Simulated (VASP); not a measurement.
# CdH2O2 (P-3m1) in VASP: single point with PBEsol

Aim: the single point of CdH2O2 with PBEsol.

Program: VASP 6.6.1. These are calculated values, not measurements. Logs are shortened: lines on timing, memory, paths and dates and some standing lists are left out, and cuts for length are marked.

## 1. The cell of the first run

The structure is trigonal, space group P-3m1 (No. 164). The conventional cell has a = 3.516 Å, b = 3.516 Å, c = 4.643 Å, α = 90.00°, β = 90.00°, γ = 120.00°. Cd (site symmetry -3m) has 6 O at 2.32 Å and 6 H at 2.91 Å within 3.1 Å. H (site symmetry 3m) has 1 O at 0.97 Å within 1.3 Å. O (site symmetry 3m) has 1 H at 0.97 Å within 1.3 Å.

## 2. Single point, PBEsol

File INCAR:

```
PREC     = Accurate       # precision mode
ENCUT    = 700            # plane-wave cutoff, eV
EDIFF    = 1E-6           # SCF threshold, eV
ISMEAR   = 0              # smearing method
SIGMA    = 0.05           # smearing width, eV
LREAL    = F              # projectors in reciprocal space
LASPH    = T              # aspherical terms in the spheres
NELM     = 120            # most SCF steps
ALGO     = Normal         # electronic algorithm
ISIF     = 2              # what is computed and relaxed
LWAVE    = F              # write WAVECAR
LCHARG   = F              # write CHGCAR
GGA      = PS             # functional
NBANDS   = 25             # bands
GGA_COMPAT= F
```

File KPOINTS:

```
regular mesh
0
Gamma
  9 9 6
```

File POSCAR:

```
CdH2O2
1.0
    3.5155259648      0.0000000000      0.0000000000
   -1.7577629824      3.0445347931      0.0000000000
    0.0000000000      0.0000000000      4.6429792900
Cd H O
1 2 2
Direct
    0.0000000000      0.0000000000      0.0000000000
    0.6666666667      0.3333333333      0.5509607200
    0.3333333333      0.6666666667      0.4490392800
    0.6666666667      0.3333333333      0.7593720000
    0.3333333333      0.6666666667      0.2406280000
```

Potentials or basis: VASP PAW PBE potentials, release 64 (Cd_sv_GW, H, O).

Launch:

```sh
> cat potpaw_PBE.64/Cd_sv_GW/POTCAR potpaw_PBE.64/H/POTCAR potpaw_PBE.64/O/POTCAR > POTCAR
> mpirun -np 1 vasp_std > vasp.out
```

OUTCAR:

```text
PREC = Accurate
   ENCUT = 700
   EDIFF = 1E-6
   ISMEAR = 0
   LREAL = F
   LASPH = T
   NELM = 120
   ISIF = 2
   GGA = PS

 ion  position               nearest neighbor table
   1  0.000  0.000  0.000-   4 2.32   5 2.32   5 2.32   4 2.32   4 2.32   5 2.32
   2  0.667  0.333  0.551-   4 0.97
   3  0.333  0.667  0.449-   5 0.97
   4  0.667  0.333  0.759-   2 0.97   1 2.32   1 2.32   1 2.32
   5  0.333  0.667  0.241-   3 0.97   1 2.32   1 2.32   1 2.32

  LATTYP: Found a hexagonal cell.
 ALAT       =     3.5155259648
 C/A-ratio  =     1.3207068690

  Lattice vectors:

 A1 = (   3.5155259648,   0.0000000000,   0.0000000000)
 A2 = (  -1.7577629824,   3.0445347931,   0.0000000000)
 A3 = (   0.0000000000,   0.0000000000,   4.6429792900)

Analysis of symmetry for initial positions (statically):
=====================================================================
 Subroutine PRICEL returns:
 Original cell was already a primitive cell.

 Routine SETGRP: Setting up the symmetry group for a
 hexagonal supercell.

 Subroutine GETGRP returns: Found 12 space group operations
 (whereof 12 operations were pure point group operations)
 out of a pool of 24 trial point group operations.

The static configuration has the point symmetry D_3d.

Analysis of symmetry for dynamics (positions and initial velocities):
=====================================================================
 Subroutine PRICEL returns:
 Original cell was already a primitive cell.

 Routine SETGRP: Setting up the symmetry group for a
 hexagonal supercell.

 Subroutine GETGRP returns: Found 12 space group operations
 (whereof 12 operations were pure point group operations)
 out of a pool of 24 trial point group operations.

The dynamic configuration has the point symmetry D_3d.

 Subroutine INISYM returns: Found 12 space group operations
 (whereof 12 operations are pure point group operations),
 and found     1 'primitive' translations

----------------------------------------------------------------------------------------

                                     Primitive cell

  volume of cell :      49.6945

  direct lattice vectors                    reciprocal lattice vectors
     3.515525965  0.000000000  0.000000000     0.284452457  0.164228703  0.000000000
    -1.757762982  3.044534793  0.000000000     0.000000000  0.328457406  0.000000000
     0.000000000  0.000000000  4.642979290     0.000000000  0.000000000  0.215378949

  length of vectors
     3.515525965  3.515525965  4.642979290     0.328457406  0.328457406  0.215378949

  position of ions in fractional coordinates (direct lattice)
     0.000000000  0.000000000  0.000000000
     0.666666667  0.333333333  0.550960720
     0.333333333  0.666666667  0.449039280
     0.666666667  0.333333333  0.759372000
     0.333333333  0.666666667  0.240628000

  ion indices of the primitive-cell ions
   primitive index   ion index
                 1           1
                 2           2
                 3           3
                 4           4
                 5           5

----------------------------------------------------------------------------------------

 KPOINTS: regular mesh

Automatic generation of k-mesh.
 Grid dimensions read from file:
 generate k-points for:    9    9    6

 Generating k-lattice:

  Cartesian coordinates                     Fractional coordinates (reciprocal lattice)
     0.031605829  0.018247634  0.000000000     0.111111111  0.000000000  0.000000000
     0.000000000  0.036495267  0.000000000     0.000000000  0.111111111  0.000000000
     0.000000000  0.000000000  0.035896492     0.000000000  0.000000000  0.166666667

  Length of vectors
     0.036495267  0.036495267  0.035896492

  Shift w.r.t. Gamma in fractional coordinates (k-lattice)
     0.000000000  0.000000000  0.000000000

 Subroutine IBZKPT returns following result:
 ===========================================

 Found     62 irreducible k-points:

 Following reciprocal coordinates:
            Coordinates               Weight
  0.000000  0.000000  0.000000      1.000000
  0.111111  0.000000  0.000000      6.000000
  0.222222  0.000000  0.000000      6.000000
  0.333333  0.000000  0.000000      6.000000
  0.444444  0.000000  0.000000      6.000000
  0.111111  0.111111  0.000000      6.000000
[... 16 lines left out ...]
  0.222222  0.111111  0.166667     12.000000
 -0.111111  0.333333  0.166667     12.000000
 [... further k-points ...]
   k-points           NKPTS =     62   k-points in BZ     NKDIM =     62   number of bands    NBANDS=     25
   number of dos      NEDOS =    301   number of ions     NIONS =      5
   total plane-waves  NPLWV =  36000
   dimension x,y,z NGX =    30 NGY =   30 NGZ =   40
   dimension x,y,z NGXF=    60 NGYF=   60 NGZF=   80
   ions per type =               1   2   2
   NGX,Y,Z   is equivalent  to a cutoff of  14.19, 14.19, 14.32 a.u.
   NGXF,Y,Z  is equivalent  to a cutoff of  28.37, 28.37, 28.64 a.u.
 SYSTEM =  unknown system
   PREC   = accura    normal or accurate (medium, high low for compatibility)
   ISTART =      0    job   : 0-new  1-cont  2-samecut
   ICHARG =      2    charge: 1-file 2-atom 10-const
   ISPIN  =      1    spin polarized calculation?
   LNONCOLLINEAR =      F non collinear calculations
   LSORBIT =      F    spin-orbit coupling
   LASPH  =      T    aspherical Exc in radial PAW
   ENCUT  =  700.0 eV  51.45 Ry    7.17 a.u.   7.58  7.58 10.02*2*pi/ulx,y,z
   NELM   =    120;   NELMIN=  2; NELMDL= -5     # of ELM steps
   EDIFF  = 0.1E-05   stopping-criterion for ELM
   LREAL  =      F    real-space projection
   EDIFFG = 0.1E-04   stopping-criterion for IOM
   NSW    =      0    number of steps for IOM
   IBRION =     -1    ionic relax: 0-MD 1-quasi-New 2-CG
   NFREE  =      0    steps in history (QN), initial steepest desc. (CG)
   ISIF   =      2    stress and relaxation
   ISYM   =      2    0-nonsym 1-usesym 2-fastsym
   POTIM  = 0.5000    time-step for ionic-motion
   TEBEG  =    0.0;   TEEND  =   0.0 temperature during run
   PSTRESS=    0.0 pullay stress
   NELECT =      34.0000    total number of electrons
   NUPDOWN=      -1.0000    fix difference up-down
   EMIN   =  10.00;   EMAX   =-10.00  energy-range for DOS
   EFERMI =   0.00;   METHOD = LEGACY
   ISMEAR =     0;   SIGMA  =   0.05  broadening in eV -4-tet -1-fermi 0-gaus
   EFERMI_NEDOS =   21; number of points for ismear=-14 and -15
   IALGO  =     38    algorithm
   IMIX   =      4    mixing-type and parameters
     AMIX     =   0.40;   BMIX     =  1.00
     AMIX_MAG =   1.60;   BMIX_MAG =  1.00
  volume/ion in A,a.u.               =       9.94        67.07
  Fermi-wavevector in a.u.,A,eV,Ry     =   1.442553  2.726030 28.313172  2.080959
  Thomas-Fermi vector in A             =   2.561060
   LORBIT       =      0    0 simple, 1 ext, 2 COOP (PROOUT), +10 PAW based schemes
   GGA     = PS    functional components
   LHFCALC =     F    Hartree Fock is set to
   AEXX    =    0.0000 exact exchange contribution
   IVDW    =     0    specifies the selected vdW correction
   LEPSILON=     F    determine dielectric tensor
   LRPA    =     F    only Hartree local field effects (RPA)
 non-spin polarized calculation
 Gauss-broadening in eV      SIGMA  =   0.05
  energy-cutoff  :      700.00
  volume of cell :       49.69
 maximum number of plane-waves:      2109
   NGX = 15   NGY = 15   NGZ = 21

 number of electron      34.0000007 magnetization

 Free energy of the ion-electron system (eV)
  ---------------------------------------------------
  ext. energy  EPLUGINS =         0.00000000
  ---------------------------------------------------
  free energy    TOTEN  =       -23.59912342 eV

  energy without entropy =      -23.59912342  energy(sigma->0) =      -23.59912342

 E-fermi :   1.8302     XC(G=0): -10.3372

 val. band max:        1.4110008486   @ k =   0.4444   0.0000   0.0000
 cond. band min:       3.0351575351   @ k =   0.0000   0.0000   0.0000
 fundamental gap:      1.6241566865
 Fermi energy:         1.8302276011

 k-point     1 :       0.0000    0.0000    0.0000
  band No.  band energies     occupation
      1     -98.1553      2.00000
      2     -59.3088      2.00000
      3     -59.2556      2.00000
      4     -59.2556      2.00000
      5     -17.0839      2.00000
      6     -16.0599      2.00000
[... 17 lines left out ...]
     24      16.1491      0.00000
     25      18.5707      0.00000

 k-point     2 :       0.1111    0.0000    0.0000
  band No.  band energies     occupation
      1     -98.1552      2.00000
      2     -59.3088      2.00000
      3     -59.2563      2.00000
      4     -59.2558      2.00000
      5     -17.0359      2.00000
      6     -16.0793      2.00000
[... 17 lines left out ...]
     24      16.7035      0.00000
     25      18.1210      0.00000

 k-point     3 :       0.2222    0.0000    0.0000
  band No.  band energies     occupation
      1     -98.1552      2.00000
      2     -59.3086      2.00000
      3     -59.2581      2.00000
      4     -59.2562      2.00000
      5     -16.9058      2.00000
      6     -16.1345      2.00000
[... 17 lines left out ...]
     24      15.7362      0.00000
     25      16.9938      0.00000

 k-point     4 :       0.3333    0.0000    0.0000
  band No.  band energies     occupation
      1     -98.1551      2.00000
      2     -59.3083      2.00000
      3     -59.2601      2.00000
      4     -59.2568      2.00000
      5     -16.7322      2.00000
      6     -16.2188      2.00000
[... 17 lines left out ...]
     24      14.9635      0.00000
     25      16.2924      0.00000
[... 477 lines left out ...]
 k-point    22 :       0.1111    0.1111    0.1667
  band No.  band energies     occupation
      1     -98.1552      2.00000
      2     -59.3086      2.00000
      3     -59.2575      2.00000
      4     -59.2562      2.00000
      5     -16.9008      2.00000
      6     -16.1685      2.00000
[... 17 lines left out ...]
     24      16.2080      0.00000
     25      17.5413      0.00000

 k-point    23 :       0.2222    0.1111    0.1667
  band No.  band energies     occupation
      1     -98.1551      2.00000
      2     -59.3084      2.00000
      3     -59.2592      2.00000
      4     -59.2568      2.00000
      5     -16.7558      2.00000
      6     -16.2266      2.00000
[... 17 lines left out ...]
     24      14.5989      0.00000
     25      16.8999      0.00000

 k-point    24 :      -0.1111    0.3333    0.1667
  band No.  band energies     occupation
      1     -98.1551      2.00000
      2     -59.3084      2.00000
      3     -59.2592      2.00000
      4     -59.2568      2.00000
      5     -16.7687      2.00000
      6     -16.2103      2.00000
[... 17 lines left out ...]
     24      15.3844      0.00000
     25      16.7490      0.00000

 [... further k-points ...]
[... 5 lines left out ...]
  --------------------------------------------------------------------------------------
  -------------------------------------------------------------------------------------
  Total       -0.5583947     -0.5583947      0.5908823     -0.0000000      0.0000000      0.0000000
  in kB      -18.0029581    -18.0029581     19.0503768     -0.0000000      0.0000000      0.0000000
  external PRESSURE =      -5.6518465 kB  Pullay stress =       0.0000000 kB

 VOLUME and BASIS-vectors are now :
 -----------------------------------------------------------------------------
  energy-cutoff  :      700.00
  volume of cell :       49.69
      direct lattice vectors                 reciprocal lattice vectors
     3.515525965  0.000000000  0.000000000     0.284452457  0.164228703  0.000000000
    -1.757762982  3.044534793  0.000000000     0.000000000  0.328457406  0.000000000
     0.000000000  0.000000000  4.642979290     0.000000000  0.000000000  0.215378949

 POSITION                                       TOTAL-FORCE (eV/Angst)
 -----------------------------------------------------------------------------------
      0.00000      0.00000      0.00000         0.000000      0.000000      0.000000
      1.75776      1.01484      2.55810         0.000000      0.000000     -0.614506
     -0.00000      2.02969      2.08488         0.000000     -0.000000      0.614506
      1.75776      1.01484      3.52575        -0.000000      0.000000      0.772415
     -0.00000      2.02969      1.11723         0.000000     -0.000000     -0.772415
 -----------------------------------------------------------------------------------
    total drift:                                0.000000     -0.000000     -0.000000

  FREE ENERGIE OF THE ION-ELECTRON SYSTEM (eV)
  ---------------------------------------------------
  free  energy   TOTEN  =       -23.5991234178 eV

  energy  without entropy=      -23.5991234178  energy(sigma->0) =      -23.59912342
```

It took 49 s on 1 thread of Intel Xeon 6975P-C (Granite Rapids), shared host; peak memory 0.28 GiB.

What came out:

- Free energy: -23.5991 eV
- Pressure: -0.6 GPa
- Largest force: 0.772 eV/Å
- Band gap on the k mesh: 1.62 eV (least direct gap 1.96 eV)

Forces on the atoms (eV/Å):
```
Cd   0.000  0.000  0.000
H    0.000  0.000 -0.615
H    0.000  0.000  0.615
O    0.000  0.000  0.772
O    0.000  0.000 -0.772
```

Levels at points of the mesh, in eV from the valence-band top:
| k point | band 13 | band 14 | band 15 | band 16 | band 17 | band 18 | band 19 | band 20 | band 21 | band 22 |
| --- | --- | --- | --- | --- | --- | --- | --- | --- | --- | --- |
| (0.00, 0.00, 0.00) | -4.20 | -1.06 | -1.06 | -0.34 | -0.34 | 1.62 | 6.11 | 9.99 | 12.79 | 12.79 |
| (0.00, 0.00, 0.50) | -4.89 | -1.30 | -1.30 | -0.06 | -0.06 | 4.28 | 4.30 | 11.02 | 11.22 | 12.76 |

Caveat: the PAW data sets were made with another functional, which shifts forces and pressure a little.
